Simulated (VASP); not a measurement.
# Zr2O (Pn-3m) in VASP: notebook

Runs on Zr2O. Level: r2SCAN. Tasks: single point, relaxation of cell and atoms.

Program: VASP 6.6.1. These are calculated values, not measurements. Logs are shortened: lines on timing, memory, paths and dates and some standing lists are left out, and cuts for length are marked.

### 1 The cell of the first run

It takes space group Pn-3m (No. 224, cubic). The conventional cell has a = 4.876 Å, b = 4.876 Å, c = 4.876 Å, α = 90.00°, β = 90.00°, γ = 90.00°. Zr (site symmetry -3m) has 2 O at 2.11 Å within 2.8 Å. O (site symmetry -43m) has 4 Zr at 2.11 Å within 2.8 Å.

### 2 Single point, r2SCAN

Input file POSCAR:

```
Zr2O
1.0
    4.8763490000      0.0000000000      0.0000000000
    0.0000000000      4.8763490000      0.0000000000
    0.0000000000      0.0000000000      4.8763490000
Zr O
4 2
Direct
    0.2500000000      0.2500000000      0.7500000000
    0.7500000000      0.2500000000      0.2500000000
    0.2500000000      0.7500000000      0.2500000000
    0.7500000000      0.7500000000      0.7500000000
    0.0000000000      0.0000000000      0.0000000000
    0.5000000000      0.5000000000      0.5000000000
```

Input file INCAR.step1:

```
SYSTEM = Zr2O
ALGO     = Normal         ! electronic algorithm
EDIFF    = 1E-4           ! SCF threshold, eV
ENCUT    = 520            ! plane-wave cutoff, eV
GGA      = PE             ! functional
ISMEAR   = 0              ! smearing method
LASPH    = .True.         ! aspherical terms in the spheres
LCHARG   = .False.        ! write CHGCAR
LREAL    = .False.        ! projectors in reciprocal space
LWAVE    = .True.         ! write WAVECAR
NBANDS   = 39             ! bands
NELM     = 80             ! most SCF steps
PREC     = Accurate       ! precision mode
SIGMA    = 0.1            ! smearing width, eV
```

Input file INCAR.step2:

```
SYSTEM = Zr2O
ALGO     = Normal         ! electronic algorithm
EDIFF    = 1E-6           ! SCF threshold, eV
ENCUT    = 520            ! plane-wave cutoff, eV
ISIF     = 2              ! what is computed and relaxed
ISMEAR   = 0              ! smearing method
ISTART   = 1            
LASPH    = .True.         ! aspherical terms in the spheres
LCHARG   = .True.         ! write CHGCAR
LELF     = .True.         ! ELF
LMIXTAU  = .True.       
LREAL    = .False.        ! projectors in reciprocal space
LVHAR    = .True.       
LWAVE    = .False.        ! write WAVECAR
METAGGA  = R2SCAN         ! meta-GGA
NBANDS   = 39             ! bands
NELM     = 80             ! most SCF steps
PREC     = Accurate       ! precision mode
SIGMA    = 0.1            ! smearing width, eV
```

Input file KPOINTS:

```
k-points
0
Gamma
  4 4 4
  0 0 0
```

Potentials or basis: VASP PAW PBE potentials, release 64 (Zr_sv, O).

On the command line:

```sh
> cat potpaw_PBE.64/Zr_sv/POTCAR potpaw_PBE.64/O/POTCAR > POTCAR
> cp INCAR.step1 INCAR
> mpirun -np 1 vasp_std > vasp.out
> cp INCAR.step2 INCAR
> mpirun -np 1 vasp_std > vasp.out
```

OUTCAR:

```text
SYSTEM = Zr2O
   EDIFF = 1E-6
   ENCUT = 520
   ISIF = 2
   ISMEAR = 0
   ISTART = 1
   LASPH = .True.
   LREAL = .False.
   METAGGA = R2SCAN
   NELM = 80
   PREC = Accurate

 ion  position               nearest neighbor table
   1  0.250  0.250  0.750-   5 2.11   6 2.11   4 3.45   2 3.45   3 3.45   2 3.45   3 3.45   3 3.45
                             4 3.45   3 3.45   2 3.45   4 3.45   2 3.45   4 3.45
   2  0.750  0.250  0.250-   5 2.11   6 2.11   4 3.45   1 3.45   3 3.45   1 3.45   4 3.45   3 3.45
                             4 3.45   4 3.45   1 3.45   3 3.45   1 3.45   3 3.45
   3  0.250  0.750  0.250-   5 2.11   6 2.11   4 3.45   1 3.45   2 3.45   1 3.45   4 3.45   1 3.45
                             2 3.45   1 3.45   2 3.45   4 3.45   4 3.45   2 3.45
   4  0.750  0.750  0.750-   5 2.11   6 2.11   3 3.45   1 3.45   2 3.45   2 3.45   3 3.45   1 3.45
                             2 3.45   2 3.45   1 3.45   3 3.45   3 3.45   1 3.45
   5  0.000  0.000  0.000-   1 2.11   2 2.11   3 2.11   4 2.11
   6  0.500  0.500  0.500-   1 2.11   2 2.11   3 2.11   4 2.11

  LATTYP: Found a simple cubic cell.
 ALAT       =     4.8763490000

  Lattice vectors:

 A1 = (   4.8763490000,   0.0000000000,   0.0000000000)
 A2 = (   0.0000000000,   4.8763490000,   0.0000000000)
 A3 = (   0.0000000000,   0.0000000000,   4.8763490000)

Analysis of symmetry for initial positions (statically):
=====================================================================
 Subroutine PRICEL returns:
 Original cell was already a primitive cell.

 Routine SETGRP: Setting up the symmetry group for a
 simple cubic supercell.

 Subroutine GETGRP returns: Found 48 space group operations
 (whereof 24 operations were pure point group operations)
 out of a pool of 48 trial point group operations.

The static configuration has the point symmetry T_d .
 The point group associated with its full space group is O_h .

Analysis of symmetry for dynamics (positions and initial velocities):
=====================================================================
 Subroutine PRICEL returns:
 Original cell was already a primitive cell.

 Routine SETGRP: Setting up the symmetry group for a
 simple cubic supercell.

 Subroutine GETGRP returns: Found 48 space group operations
 (whereof 24 operations were pure point group operations)
 out of a pool of 48 trial point group operations.

The dynamic configuration has the point symmetry T_d .
 The point group associated with its full space group is O_h .

[... 93 lines left out ...]
   EDIFFG = 0.1E-04   stopping-criterion for IOM
   NSW    =      0    number of steps for IOM
   IBRION =     -1    ionic relax: 0-MD 1-quasi-New 2-CG
   NFREE  =      0    steps in history (QN), initial steepest desc. (CG)
   ISIF   =      2    stress and relaxation
   ISYM   =      2    0-nonsym 1-usesym 2-fastsym
   POTIM  = 0.5000    time-step for ionic-motion
   TEBEG  =    0.0;   TEEND  =   0.0 temperature during run
   PSTRESS=    0.0 pullay stress
   NELECT =      60.0000    total number of electrons
   NUPDOWN=      -1.0000    fix difference up-down
   EMIN   =  10.00;   EMAX   =-10.00  energy-range for DOS
   EFERMI =   0.00;   METHOD = LEGACY
   ISMEAR =     0;   SIGMA  =   0.10  broadening in eV -4-tet -1-fermi 0-gaus
   EFERMI_NEDOS =   21; number of points for ismear=-14 and -15
   IALGO  =     38    algorithm
   IMIX   =      4    mixing-type and parameters
     AMIX     =   0.40;   BMIX     =  1.00
     AMIX_MAG =   1.60;   BMIX_MAG =  1.00
  volume/ion in A,a.u.               =      19.33       130.42
  Fermi-wavevector in a.u.,A,eV,Ry     =   1.314308  2.483682 23.502777  1.727405
  Thomas-Fermi vector in A             =   2.444570
   LORBIT       =      0    0 simple, 1 ext, 2 COOP (PROOUT), +10 PAW based schemes
   METAGGA = R2SCAN    functional components
   LHFCALC =     F    Hartree Fock is set to
   AEXX    =    0.0000 exact exchange contribution
   IVDW    =     0    specifies the selected vdW correction
   LEPSILON=     F    determine dielectric tensor
   LRPA    =     F    only Hartree local field effects (RPA)
 non-spin polarized calculation
 Gauss-broadening in eV      SIGMA  =   0.10
  energy-cutoff  :      520.00
  volume of cell :      115.95
 maximum number of plane-waves:      3136
   NGX = 19   NGY = 19   NGZ = 19

 number of electron      59.9999988 magnetization

 Free energy of the ion-electron system (eV)
  ---------------------------------------------------
  ext. energy  EPLUGINS =         0.00000000
  ---------------------------------------------------
  free energy    TOTEN  =      -113.48209723 eV

  energy without entropy =     -113.43057908  energy(sigma->0) =     -113.45633815

 E-fermi :   7.9872     XC(G=0): -11.4898

 val. band max:        7.9847057677   @ k =   0.5000   0.2500   0.2500
 cond. band min:       8.0567236707   @ k =   0.2500   0.2500   0.2500
 fundamental gap:      0.0720179029
 Fermi energy:         7.9872339938

 k-point     1 :       0.0000    0.0000    0.0000
  band No.  band energies     occupation
      1     -43.0419      2.00000
      2     -42.9479      2.00000
      3     -42.9479      2.00000
      4     -42.9479      2.00000
      5     -21.5640      2.00000
      6     -20.4899      2.00000
[... 409 lines left out ...]
     38      10.8330      0.00000
     39      11.5794      0.00000

------------------------ aborting loop because EDIFF is reached ----------------------------------------

  FORCE on cell =-STRESS in cart. coord.  units (eV):
  Direction    XX          YY          ZZ          XY          YZ          ZX
  --------------------------------------------------------------------------------------
  -------------------------------------------------------------------------------------
  Total       -1.8962550     -1.8962550     -1.8962550     -0.0000000     -0.0000000      0.0000000
  in kB      -26.2013079    -26.2013079    -26.2013079     -0.0000000     -0.0000000      0.0000000
  external PRESSURE =     -26.2013079 kB  Pullay stress =       0.0000000 kB

 VOLUME and BASIS-vectors are now :
 -----------------------------------------------------------------------------
  energy-cutoff  :      520.00
  volume of cell :      115.95
      direct lattice vectors                 reciprocal lattice vectors
     4.876349000  0.000000000  0.000000000     0.205071458  0.000000000  0.000000000
     0.000000000  4.876349000  0.000000000     0.000000000  0.205071458  0.000000000
     0.000000000  0.000000000  4.876349000     0.000000000  0.000000000  0.205071458

 POSITION                                       TOTAL-FORCE (eV/Angst)
 -----------------------------------------------------------------------------------
      1.21909      1.21909      3.65726        -0.000000      0.000000     -0.000000
      3.65726      1.21909      1.21909        -0.000000     -0.000000     -0.000000
      1.21909      3.65726      1.21909         0.000000      0.000000      0.000000
      3.65726      3.65726      3.65726         0.000000     -0.000000     -0.000000
      0.00000      0.00000      0.00000         0.000000     -0.000000      0.000000
      2.43817      2.43817      2.43817         0.000000     -0.000000      0.000000
 -----------------------------------------------------------------------------------
    total drift:                                0.000000     -0.000000      0.000000

  FREE ENERGIE OF THE ION-ELECTRON SYSTEM (eV)
  ---------------------------------------------------
  free  energy   TOTEN  =      -113.4820972271 eV

  energy  without entropy=     -113.4305790782  energy(sigma->0) =     -113.45633815
```

OUTCAR.step1:

```text
SYSTEM = Zr2O
   EDIFF = 1E-4
   ENCUT = 520
   GGA = PE
   ISMEAR = 0
   LASPH = .True.
   LREAL = .False.
   NELM = 80
[... 643 lines left out ...]
      3.65726      3.65726      3.65726         0.000000      0.000000      0.000000
      0.00000      0.00000      0.00000         0.000000     -0.000000      0.000000
      2.43817      2.43817      2.43817        -0.000000     -0.000000      0.000000
 -----------------------------------------------------------------------------------
    total drift:                                0.000000     -0.000000      0.000000

  FREE ENERGIE OF THE ION-ELECTRON SYSTEM (eV)
  ---------------------------------------------------
  free  energy   TOTEN  =       -53.6226099066 eV

  energy  without entropy=      -53.5705947830  energy(sigma->0) =      -53.59660234
```

Wall time 91 s (1 thread of Intel Xeon Platinum 8488C (Sapphire Rapids), shared host); peak memory 0.22 GiB.

Results:

| Item | Value |
| --- | --- |
| Free energy | -113.4821 eV |
| Pressure | -2.6 GPa |
| Band gap on the k mesh | zero (bands 30 and 31 overlap by 0.80 eV) |

Caveat: the PAW data sets were made with another functional, which shifts forces and pressure a little.

### 3 Relaxation of cell and atoms, r2SCAN

POSCAR is that of step 2.

Input file INCAR.step1:

```
PREC     = Accurate       # precision mode
ENCUT    = 600            # plane-wave cutoff, eV
ISMEAR   = 0              # smearing method
SIGMA    = 0.1            # smearing width, eV
LREAL    = F              # projectors in reciprocal space
LASPH    = T              # aspherical terms in the spheres
NELM     = 80             # most SCF steps
GGA      = PE             # functional
ALGO     = Normal         # electronic algorithm
EDIFF    = 1E-4           # SCF threshold, eV
LWAVE    = T              # write WAVECAR
LCHARG   = F              # write CHGCAR
```

Input file INCAR.step2:

```
PREC     = Accurate       # precision mode
ENCUT    = 600            # plane-wave cutoff, eV
EDIFF    = 1E-6           # SCF threshold, eV
ISMEAR   = 0              # smearing method
SIGMA    = 0.1            # smearing width, eV
LREAL    = F              # projectors in reciprocal space
LASPH    = T              # aspherical terms in the spheres
NELM     = 80             # most SCF steps
ALGO     = Normal         # electronic algorithm
ISIF     = 3              # what is computed and relaxed
LWAVE    = F              # write WAVECAR
LCHARG   = F              # write CHGCAR
METAGGA  = R2SCAN         # meta-GGA
LMIXTAU  = T            
IBRION   = 2              # ionic algorithm
NSW      = 100            # ionic steps
EDIFFG   = -0.01          # ionic threshold
ISTART   = 1
```

Input file KPOINTS:

```
Automatic mesh
0
Gamma
  8 8 8
```

Potentials or basis: VASP PAW PBE potentials, release 64 (Zr_sv, O).

On the command line:

```sh
> cat potpaw_PBE.64/Zr_sv/POTCAR potpaw_PBE.64/O/POTCAR > POTCAR
> cp INCAR.step1 INCAR
> mpirun -np 1 vasp_std > vasp.out
> cp INCAR.step2 INCAR
> mpirun -np 1 vasp_std > vasp.out
```

Run time: 40 min. Hardware: 1 thread of Oxide Virtual Turin-like, shared host; peak memory 0.32 GiB.

Results (log left out):

| Property | Result |
| --- | --- |
| Free energy | -113.4664 eV |
| Relaxed volume | 18.97 Å³/atom |
| Relaxed cell | a = 4.847 Å, b = 4.847 Å, c = 4.847 Å, α = 90.00°, β = 90.00°, γ = 90.00° |
| Space group after relaxing (to 0.1 Å) | Pn-3m (No. 224) |
| Energy gained by relaxing | 2.8 meV/atom |
| Ionic steps | 3 |
| Pressure after relaxing | 0.0 GPa |
| Band gap on the k mesh | zero (bands 30 and 31 overlap by 0.82 eV) |

Step by step:
```
step  energy change (eV)  largest force (eV/Å)  pressure (GPa)  volume (Å³)
   1              0.0000                0.0000           -2.47       115.95
   2              0.0144                0.0000            3.62       111.04
   3             -0.0166                0.0000           -0.02       113.85
```

Final structure:
```
Zr O
1.0
     4.84663    0.00000    0.00000
     0.00000    4.84663    0.00000
     0.00000    0.00000    4.84663
Zr O
4 2
Direct
  0.25000 0.25000 0.75000
  0.75000 0.25000 0.25000
  0.25000 0.75000 0.25000
  0.75000 0.75000 0.75000
  0.00000 0.00000 0.00000
  0.50000 0.50000 0.50000
```

Levels at points of the mesh, in eV from the Fermi level:
```csv
k point,band 28,band 29,band 30,band 31,band 32,band 33
"(0.00, 0.00, 0.00)",-1.69,-1.69,-1.69,1.71,1.71,2.61
"(0.50, 0.00, 0.00)",-0.71,-0.34,-0.34,-0.17,-0.17,1.38
"(0.50, 0.50, 0.00)",-1.56,-0.04,-0.04,0.18,0.18,1.03
"(0.50, 0.50, 0.50)",0.42,0.42,0.65,0.65,0.65,1.30
```

Caveat: the PAW data sets were made with another functional, which shifts forces and pressure a little.
